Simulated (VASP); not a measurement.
# Dy5C (P6/mmm) in VASP: single point with PBE

Aim: the single point of Dy5C with PBE.

Program: VASP 6.6.1. These are calculated values, not measurements. Logs are shortened: lines on timing, memory, paths and dates and some standing lists are left out, and cuts for length are marked.

### 1 The cell of the first run

The structure is hexagonal, space group P6/mmm (No. 191). Conventional cell: a = 6.568 Å, b = 6.568 Å, c = 7.533 Å, α = 90.00°, β = 90.00°, γ = 120.00°. Dy (site symmetry 6mm) has 1 C at 2.13 Å within 2.8 Å. Within 4.3 Å of Dy (site symmetry mmm) lie 8 Dy at 3.28 to 3.67 Å. C (site symmetry 6/mmm) has 2 Dy at 2.13 Å within 2.8 Å.

The cell was built from a structure type or drawn by symmetry, and may not be a known phase.

### 2 Single point, PBE

INCAR

```
SYSTEM = Dy5C
ALGO = Normal ; EDIFF = 1E-6
ENCUT = 600 ; GGA = PE
GGA_COMPAT = .FALSE. ; ISIF = 2
ISMEAR = 0 ; LASPH = .TRUE.
LCHARG = .FALSE. ; LMAXMIX = 6
LREAL = .FALSE. ; LWAVE = .FALSE.
NBANDS = 34 ; NELM = 200
PREC = Accurate ; SIGMA = 0.2
```

KPOINTS

```
k-points
0
G
  4 4 2
  0 0 0
```

POSCAR

```
Dy5C
1.0
    6.5682679273      0.0000000000      0.0000000000
   -3.2841339636      5.6882868839      0.0000000000
    0.0000000000      0.0000000000      7.5333032696
Dy C
5 1
Direct
    0.0000000000      0.0000000000      0.7824008646
    0.0000000000      0.0000000000      0.2175991354
    0.5000000000      0.0000000000      0.0000000000
    0.0000000000      0.5000000000      0.0000000000
    0.5000000000      0.5000000000      0.0000000000
    0.0000000000      0.0000000000      0.5000000000
```

Potentials or basis: VASP PAW PBE potentials, release 64 (Dy_3, C), 4f in core.

Started as:

```
$ cat potpaw_PBE.64/Dy_3/POTCAR potpaw_PBE.64/C/POTCAR > POTCAR
$ mpirun -np 1 vasp_std > vasp.out
```

OUTCAR:

```text
SYSTEM = Dy5C
   EDIFF = 1E-6
   ENCUT = 600
   GGA = PE
   ISIF = 2
   ISMEAR = 0
   LASPH = .TRUE.
   LREAL = .FALSE.
   NELM = 200
   PREC = Accurate

 ion  position               nearest neighbor table
   1  0.000  0.000  0.782-   6 2.13   2 3.28   4 3.67   4 3.67   3 3.67   3 3.67   5 3.67   5 3.67

   2  0.000  0.000  0.218-   6 2.13   1 3.28   4 3.67   4 3.67   3 3.67   3 3.67   5 3.67   5 3.67

   3  0.500  0.000  0.000-   5 3.28   5 3.28   4 3.28   4 3.28   1 3.67   1 3.67   2 3.67   2 3.67

   4  0.000  0.500  0.000-   5 3.28   5 3.28   3 3.28   3 3.28   1 3.67   2 3.67   1 3.67   2 3.67

   5  0.500  0.500  0.000-   3 3.28   3 3.28   4 3.28   4 3.28   1 3.67   2 3.67   1 3.67   2 3.67

   6  0.000  0.000  0.500-   1 2.13   2 2.13

  LATTYP: Found a hexagonal cell.
 ALAT       =     6.5682679273
 C/A-ratio  =     1.1469238699

  Lattice vectors:

 A1 = (   6.5682679273,   0.0000000000,   0.0000000000)
 A2 = (  -3.2841339636,   5.6882868839,   0.0000000000)
 A3 = (   0.0000000000,   0.0000000000,   7.5333032696)

Analysis of symmetry for initial positions (statically):
=====================================================================
 Subroutine PRICEL returns:
 Original cell was already a primitive cell.

 Routine SETGRP: Setting up the symmetry group for a
 hexagonal supercell.

 Subroutine GETGRP returns: Found 24 space group operations
 (whereof 24 operations were pure point group operations)
 out of a pool of 24 trial point group operations.

The static configuration has the point symmetry D_6h.

Analysis of symmetry for dynamics (positions and initial velocities):
=====================================================================
 Subroutine PRICEL returns:
 Original cell was already a primitive cell.

 Routine SETGRP: Setting up the symmetry group for a
 hexagonal supercell.

 Subroutine GETGRP returns: Found 24 space group operations
 (whereof 24 operations were pure point group operations)
 out of a pool of 24 trial point group operations.

The dynamic configuration has the point symmetry D_6h.

 Subroutine INISYM returns: Found 24 space group operations
 (whereof 24 operations are pure point group operations),
 and found     1 'primitive' translations

[... 85 lines left out ...]
   EDIFF  = 0.1E-05   stopping-criterion for ELM
   LREAL  =      F    real-space projection
   EDIFFG = 0.1E-04   stopping-criterion for IOM
   NSW    =      0    number of steps for IOM
   IBRION =     -1    ionic relax: 0-MD 1-quasi-New 2-CG
   NFREE  =      0    steps in history (QN), initial steepest desc. (CG)
   ISIF   =      2    stress and relaxation
   ISYM   =      2    0-nonsym 1-usesym 2-fastsym
   POTIM  = 0.5000    time-step for ionic-motion
   TEBEG  =    0.0;   TEEND  =   0.0 temperature during run
   PSTRESS=    0.0 pullay stress
   NELECT =      49.0000    total number of electrons
   NUPDOWN=      -1.0000    fix difference up-down
   EMIN   =  10.00;   EMAX   =-10.00  energy-range for DOS
   EFERMI =   0.00;   METHOD = LEGACY
   ISMEAR =     0;   SIGMA  =   0.20  broadening in eV -4-tet -1-fermi 0-gaus
   EFERMI_NEDOS =   21; number of points for ismear=-14 and -15
   IALGO  =     38    algorithm
   IMIX   =      4    mixing-type and parameters
     AMIX     =   0.40;   BMIX     =  1.00
     AMIX_MAG =   1.60;   BMIX_MAG =  1.00
  volume/ion in A,a.u.               =      46.91       316.57
  Fermi-wavevector in a.u.,A,eV,Ry     =   0.914115  1.727427 11.369118  0.835607
  Thomas-Fermi vector in A             =   2.038705
   LORBIT       =      0    0 simple, 1 ext, 2 COOP (PROOUT), +10 PAW based schemes
   GGA     = PE    functional components
   LHFCALC =     F    Hartree Fock is set to
   AEXX    =    0.0000 exact exchange contribution
   IVDW    =     0    specifies the selected vdW correction
   LEPSILON=     F    determine dielectric tensor
   LRPA    =     F    only Hartree local field effects (RPA)
 non-spin polarized calculation
 Gauss-broadening in eV      SIGMA  =   0.20
  energy-cutoff  :      600.00
  volume of cell :      281.46
 maximum number of plane-waves:      9416
 NGX is ok and might be reduce to    54
   NGX = 27   NGY = 27   NGZ = 31

 number of electron      49.0000003 magnetization

 Free energy of the ion-electron system (eV)
  ---------------------------------------------------
  ext. energy  EPLUGINS =         0.00000000
  ---------------------------------------------------
  free energy    TOTEN  =       -24.19475073 eV

  energy without entropy =      -24.01823172  energy(sigma->0) =      -24.10649123

 E-fermi :   0.1876     XC(G=0):  -7.2262

 val. band max:        0.1653773673   @ k =   0.0000   0.0000   0.0000
 cond. band min:       0.2181313985   @ k =   0.2500   0.2500   0.0000
 fundamental gap:      0.0527540313
 Fermi energy:         0.1875552342

 k-point     1 :       0.0000    0.0000    0.0000
  band No.  band energies     occupation
      1     -23.9070      2.00000
      2     -23.6401      2.00000
      3     -23.6401      2.00000
      4     -23.6307      2.00000
      5     -23.5115      2.00000
      6     -23.5115      2.00000
[... 285 lines left out ...]
     33       1.5178      0.00000
     34       2.2640      0.00000

------------------------ aborting loop because EDIFF is reached ----------------------------------------

  FORCE on cell =-STRESS in cart. coord.  units (eV):
  Direction    XX          YY          ZZ          XY          YZ          ZX
  --------------------------------------------------------------------------------------
  -------------------------------------------------------------------------------------
  Total        1.0266057      1.0266057      0.5334491      0.0000000      0.0000000     -0.0000000
  in kB        5.8438148      5.8438148      3.0365873      0.0000000      0.0000000     -0.0000000
  external PRESSURE =       4.9080723 kB  Pullay stress =       0.0000000 kB

 VOLUME and BASIS-vectors are now :
 -----------------------------------------------------------------------------
  energy-cutoff  :      600.00
  volume of cell :      281.46
      direct lattice vectors                 reciprocal lattice vectors
     6.568267927  0.000000000  0.000000000     0.152247139  0.087899927  0.000000000
    -3.284133964  5.688286884  0.000000000     0.000000000  0.175799853  0.000000000
     0.000000000  0.000000000  7.533303270     0.000000000  0.000000000  0.132743893

 POSITION                                       TOTAL-FORCE (eV/Angst)
 -----------------------------------------------------------------------------------
      0.00000      0.00000      5.89406        -0.000000      0.000000      0.088254
      0.00000      0.00000      1.63924         0.000000     -0.000000     -0.088254
      3.28413      0.00000      0.00000         0.000000      0.000000     -0.000000
     -1.64207      2.84414      0.00000         0.000000      0.000000     -0.000000
      1.64207      2.84414      0.00000         0.000000      0.000000     -0.000000
      0.00000      0.00000      3.76665         0.000000      0.000000     -0.000000
 -----------------------------------------------------------------------------------
    total drift:                                0.000000     -0.000000      0.000000

  FREE ENERGIE OF THE ION-ELECTRON SYSTEM (eV)
  ---------------------------------------------------
  free  energy   TOTEN  =       -24.1947507316 eV

  energy  without entropy=      -24.0182317194  energy(sigma->0) =      -24.10649123
```

Wall time 2.5 min (1 thread of Intel Xeon Platinum 8259CL at 2.50GHz (Skylake/Cascade Lake), shared host); peak memory 0.45 GiB.

Results:

```
Free energy            : -24.1948 eV
Pressure               : 0.5 GPa
Largest force          : 0.088 eV/Å
Band gap on the k mesh : zero (an odd number of electrons rules out a gap without spin polarisation)
```

Forces on the atoms (eV/Å):
```
Dy   0.000  0.000  0.088
Dy   0.000  0.000 -0.088
Dy   0.000  0.000  0.000
Dy   0.000  0.000  0.000
Dy   0.000  0.000  0.000
C    0.000  0.000  0.000
```

Stress tensor (GPa, compression positive):
```
0.58 0.00 0.00
0.00 0.58 0.00
0.00 0.00 0.30
```

Caveat: the k points lie up to 0.42 Å⁻¹ apart, too coarse for converged energies and pressures of a metal; spin-orbit coupling is left out, which moves the levels of the heavy elements; the 4f electrons are frozen in the core, so they carry no moment and show no levels. Spin polarisation is off, so any magnetic state and its effect on volume and gap are missing.
